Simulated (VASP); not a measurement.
Ir:

```
CELL_PARAMETERS angstrom
2.71011 0.00000 0.00000
-1.35505 2.34702 0.00000
0.00000 0.00000 4.46229
ATOMIC_POSITIONS crystal
Ir 0.66667 0.33333 0.75000
Ir 0.33333 0.66667 0.25000
```

This cell differs from its parent crystal: strain -0.015 along x and y, +0.000 along z.

Base run:

- Program: VASP 6.6.1
- Functional: PBEsol
- Potentials or basis: VASP PAW PBE potentials, release 64 (Ir)
- Cutoff: 520 eV
- k mesh: 18 × 18 × 12
- Occupations: gaussian, width 0.15 eV
- Spin: no spin polarisation

Its results: band gap on the k mesh zero (band 9 reaches 11.36 eV, above the bottom of band 10 at 7.94 eV); pressure -1.1 GPa.

Task: The run is repeated on the same cell with these changes: potentials or basis from VASP PAW PBE potentials, release 64 (Ir) to VASP PAW PBE potentials, release 64 (Ir_sv_GW); cutoff from 520 eV to 500 eV; further incar settings from ALGO = Normal; EDIFF = 1e-06; NBANDS = 16 to ALGO = Normal; EDIFF = 1e-06; NBANDS = 24; valence electrons from 18 to 34. What comes out?

Result: Band gap on the k mesh zero (band 17 reaches 13.85 eV, above the bottom of band 18 at 10.43 eV); pressure -5.2 GPa.

Caveats: the PAW data sets were made with another functional, which shifts forces and pressure a little; spin-orbit coupling is left out, which moves the levels of the heavy elements.
